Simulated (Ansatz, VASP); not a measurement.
## Two plane-wave programs on LiTlSe2

```
Li Se Tl
1.0
     4.34409    0.00000    0.00000
     0.00000    4.34409    0.00000
     0.00000    0.00000    6.09268
Li Se Tl
1 2 1
Direct
  0.00000 0.00000 0.00000
  0.00000 0.50000 0.23488
  0.50000 0.00000 0.76512
  0.50000 0.50000 0.50000
```

Change from the starting cell: hydrostatic strain +1.9%.

Alike in both runs: task single point; functional r2SCAN; k mesh 6 × 6 × 4; no spin polarisation.

```csv
,VASP,Ansatz
version,VASP 6.6.1,Ansatz 0.2.0
potentials or method,"VASP PAW PBE potentials, release 64 (Li_sv, Se, Tl_d)","plane waves, PAW"
plane-wave cutoff (eV),520,500
occupations,"gaussian, width 0.01 eV",fixed
valence electrons in the cell,28,48
```

```tsv
	VASP	Ansatz	Ansatz less VASP
gap on the k mesh at the Fermi level (eV)	0.63	0.63	-0.004
rms of the force components (eV/Å)	0.008	0.002	-0.0060
```

VASP's potentials were made for PBE, not for r2SCAN. VASP's potentials hold 28 valence electrons a cell and Ansatz's 48, so a difference there can come from the potentials and not from the codes.

Spin-orbit coupling is off throughout. Noted on VASP's run: the cutoff is under 1.25 times that of the potentials, so the pressure is a little rough.
